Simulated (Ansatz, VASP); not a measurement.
One calculation of ZnSe, two programs

```
CELL_PARAMETERS angstrom
0.00000 2.86592 2.86592
2.86592 0.00000 2.86592
2.86592 2.86592 0.00000
ATOMIC_POSITIONS crystal
Zn 0.00000 0.00000 0.00000
Se 0.25000 0.25000 0.25000
```

Alike in both runs: task single point; functional PBE; k mesh 8 × 8 × 8; no spin polarisation.

|  | VASP | Ansatz |
| --- | --- | --- |
| version | VASP 6.6.1 | Ansatz 0.2.0 |
| potentials or method | VASP PAW PBE potentials, release 64 (Zn, Se), cutoff 500 eV | scalar-relativistic, plane waves, PAW |
| occupations | methfessel-paxton of order 1, width 0.02 eV | gaussian, width 0.02 eV |
| valence electrons in the cell | 18 | 28 |

```csv
,VASP,Ansatz,Ansatz less VASP
gap on the k mesh at the Fermi level (eV),1.16,1.15,-0.001
pressure (GPa),0.2,0.0,-0.21
```

VASP's potentials hold 18 valence electrons a cell and Ansatz's 28, so a difference there can come from the potentials and not from the codes.
